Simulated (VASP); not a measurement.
The system is NbInS4.

```
Nb In S
1.0
     3.37926    0.00000    0.00000
     0.00000    3.37926    0.00000
     0.00000    0.00000    9.02570
Nb In S
1 1 4
Direct
  0.50000 0.50000 0.50000
  0.00000 0.00000 0.00000
  0.00000 0.00000 0.63820
  0.50000 0.50000 0.17340
  0.50000 0.50000 0.82660
  0.00000 0.00000 0.36180
```

The cell was built from a structure type or drawn by symmetry, and may not be a known phase.

* Program: VASP 6.6.1
* Task: relaxation of cell and atoms
* Functional: PBE
* Potentials or basis: VASP PAW PBE potentials, release 64 (Nb_sv, In_d, S)
* Cutoff: 600 eV
* k mesh: 6 × 6 × 2
* Occupations: gaussian, width 0.1 eV
* Spin: no spin polarisation

At the start: pressure 0.1 GPa; volume 17.18 Å³/atom.

Q: Where does the relaxation end?

A: Over 56 steps the energy falls by 91.6 meV/atom and the volume is 21.07 Å³/atom (+22.7 %); space group P4/mmm (No. 123, to 0.1 Å) before and after.

Step by step:
| step | energy change (eV) | largest force (eV/Å) | pressure (GPa) | volume (Å³) |
| --- | --- | --- | --- | --- |
| 1 | 0.0000 | 0.3978 | 0.08 | 103.07 |
| 3 | -0.0268 | 0.1641 | 0.37 | 103.40 |
| 5 | -0.0657 | 0.2691 | -2.59 | 106.88 |
| 7 | -0.0688 | 0.3571 | -3.25 | 107.85 |
| 9 | -0.0800 | 0.4184 | -3.42 | 108.28 |
| 11 | -0.1258 | 0.7716 | -3.84 | 109.90 |
| 13 | -0.1347 | 0.9376 | -3.85 | 110.41 |
| 15 | -0.1984 | 0.9993 | -1.49 | 109.02 |
| 17 | -0.2184 | 0.8968 | -0.54 | 108.44 |
| 19 | -0.2670 | 0.2904 | 2.31 | 106.55 |
| 21 | -0.2876 | 0.1705 | 0.78 | 107.87 |
| 23 | -0.3095 | 0.0532 | -0.39 | 109.56 |
| 25 | -0.3314 | 0.2021 | 1.08 | 109.01 |
| 27 | -0.3365 | 0.4637 | 3.82 | 107.80 |
| 29 | -0.3495 | 0.3710 | 3.19 | 108.08 |
| 31 | -0.3551 | 0.3710 | 2.91 | 108.32 |
| 33 | -0.3672 | 0.4773 | 2.51 | 108.97 |
| 35 | -0.3992 | 0.5134 | 0.22 | 111.38 |
| 37 | -0.4021 | 0.5271 | -0.67 | 112.39 |
| 39 | -0.4276 | 0.3691 | -0.41 | 112.74 |
| 41 | -0.4463 | 0.4644 | 1.17 | 114.30 |
| 43 | -0.4727 | 0.2309 | 0.28 | 114.56 |
| 45 | -0.5102 | 0.6310 | -0.71 | 122.18 |
| 47 | -0.5287 | 0.3318 | 0.06 | 120.16 |
| 49 | -0.5458 | 0.0419 | 0.18 | 122.63 |
| 51 | -0.5464 | 0.0643 | -0.09 | 123.28 |
| 53 | -0.5481 | 0.0448 | 0.02 | 124.09 |
| 55 | -0.5492 | 0.0792 | 0.11 | 125.62 |
| 56 | -0.5497 | 0.0212 | -0.08 | 126.44 |

Final structure:
```
Nb In S
1.0
     3.11880    0.00000    0.00000
     0.00000    3.11880    0.00000
     0.00000    0.00000   12.99871
Nb In S
1 1 4
Direct
  0.50000 0.50000 0.50000
  0.00000 0.00000 0.00000
  0.00000 0.00000 0.61136
  0.50000 0.50000 0.12939
  0.50000 0.50000 0.87061
  0.00000 0.00000 0.38864
```

Caveat: the volume moved by over 15 % at a fixed basis, so the end points are rough; this functional lacks dispersion, which binds the layers, so the pressure and a relaxed spacing across them are unreliable.
